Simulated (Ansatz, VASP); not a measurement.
## GaH3 in VASP and in Ansatz

INCAR

```
SYSTEM = GaH3
PREC = Accurate
ENCUT = 600
EDIFF = 1E-7
ISMEAR = 0
SIGMA = 0.1
LREAL = .False.
LASPH = .True.
NELM = 60
ALGO = Normal
ISIF = 3
LWAVE = .False.
LCHARG = .False.
GGA = PE
IBRION = 2
NSW = 100
EDIFFG = -0.01
```

KPOINTS

```
regular mesh
0
Gamma
  6 6 10
  0 0 0
```

Contents of POSCAR:

```
GaH3
1.0
    6.7542674239      0.0000000000      0.0000000000
   -3.3771337120      5.8493671731      0.0000000000
    0.0000000000      0.0000000000      3.4983053186
Ga H
3 9
Direct
    0.5000000000      0.0000000000      0.0000000000
    0.5000000000      0.5000000000      0.0000000000
    0.0000000000      0.5000000000      0.0000000000
    0.5000000000      0.0000000000      0.5000000000
    0.5782248919      0.7891124459      0.0000000000
    0.4217751081      0.2108875541      0.0000000000
    0.2108875541      0.7891124459      0.0000000000
    0.7891124459      0.2108875541      0.0000000000
    0.5000000000      0.5000000000      0.5000000000
    0.2108875541      0.4217751081      0.0000000000
    0.7891124459      0.5782248919      0.0000000000
    0.0000000000      0.5000000000      0.5000000000
```

Input for Ansatz:

```yaml
crystal:
  lattice:
    - [6.7542674239, 0.0, 0.0]
    - [-3.377133712, 5.8493671731, 0.0]
    - [0.0, 0.0, 3.4983053186]
  atoms:
    - { symbol: Ga, position: [0.5, 0.0, 0.0] }
    - { symbol: Ga, position: [0.5, 0.5, 0.0] }
    - { symbol: Ga, position: [0.0, 0.5, 0.0] }
    - { symbol: H, position: [0.5, 0.0, 0.5] }
    - { symbol: H, position: [0.5782248919, 0.7891124459, 0.0] }
    - { symbol: H, position: [0.4217751081, 0.2108875541, 0.0] }
    - { symbol: H, position: [0.2108875541, 0.7891124459, 0.0] }
    - { symbol: H, position: [0.7891124459, 0.2108875541, 0.0] }
    - { symbol: H, position: [0.5, 0.5, 0.5] }
    - { symbol: H, position: [0.2108875541, 0.4217751081, 0.0] }
    - { symbol: H, position: [0.7891124459, 0.5782248919, 0.0] }
    - { symbol: H, position: [0.0, 0.5, 0.5] }
basis:
  ecutwfc: 420
kpoints:
  mp_grid: { grid: [6, 6, 10] }
hamiltonian:
  xc: pbe
scf:
  occupations: { method: gaussian, width: 0.1 }
output:
  forces: true
  stress: true
  eigenvalues: true
  write_density: true
  write_potential: true
  elf: true
  volumetric_format: npy
relax:
  adjacent_minimum: "off"
  f_tol: 0.01
  max_steps: 80
  cell: { stress_tol: 0.05 }
```

Alike in both runs: task relaxation of cell and atoms; functional PBE; k mesh 6 × 6 × 10; occupations gaussian, width 0.1 eV; no spin polarisation.

|  | VASP | Ansatz |
| --- | --- | --- |
| version | VASP 6.6.1 | Ansatz 0.2.0 |
| potentials or method | VASP PAW PBE potentials, release 64 (Ga_d, H), cutoff 600 eV | scalar-relativistic, plane waves, PAW |
| valence electrons in the cell | 48 | 48 |

Ansatz gave:

| Property | Result |
| --- | --- |
| gap on the k mesh at the Fermi level, each at its own relaxed structure (eV) | none |
| relaxed volume (Å³/atom) | 11.51 |
| relaxed cell length with the largest relative difference (Å) | 3.497 |

Problem. Estimate VASP's values.

Solution. gap on the k mesh at the Fermi level, each at its own relaxed structure (eV): none; relaxed volume (Å³/atom): 11.52; relaxed cell length with the largest relative difference (Å): 3.498.

A gap of «none» marks a metal or a gap that the smearing closes. Ansatz's warnings: xc potential rough in thin density.

Noted on VASP's run: the relaxation stopped at its first step, so nothing moved.
